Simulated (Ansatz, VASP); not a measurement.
# GaN in VASP and in Ansatz

```
Ga N
1.0
     3.15180    0.00000    0.00000
     0.00000    5.13848    0.00000
     0.00000    0.00000   24.09846
Ga N
8 8
Direct
  0.00000 0.00070 0.31122
  0.50000 0.50070 0.34898
  0.50000 0.00070 0.42449
  0.00000 0.50070 0.46224
  0.00000 0.00070 0.53776
  0.50000 0.50070 0.57551
  0.50000 0.00070 0.65102
  0.00000 0.50070 0.68878
  0.00000 0.62430 0.31122
  0.50000 0.12430 0.34898
  0.50000 0.62430 0.42449
  0.00000 0.12430 0.46224
  0.00000 0.62430 0.53776
  0.50000 0.12430 0.57551
  0.50000 0.62430 0.65102
  0.00000 0.12430 0.68878
```

Alike in both runs: task single point; functional LDA; k mesh 8 × 5 × 1; occupations gaussian, width 0.05 eV; no spin polarisation.

|  | VASP | Ansatz |
| --- | --- | --- |
| version | VASP 6.6.1 | Ansatz 0.2.0 |
| potentials or method | VASP PAW LDA potentials, release 64 (Ga_d, N), cutoff 520 eV | scalar-relativistic, plane waves, PAW |
| valence electrons in the cell | 144 | 144 |

```tsv
	VASP	Ansatz	Ansatz less VASP
gap on the k mesh at the Fermi level (eV)	0.60	0.61	+0.007
least direct gap on the mesh (eV)	0.60	0.61	+0.007
rms of the force components (eV/Å)	0.757	0.767	+0.0095
```

LDA's correlation is that of Perdew and Zunger in VASP and of Perdew and Wang (1992) in Ansatz. Ansatz's warnings: xc potential rough in thin density.
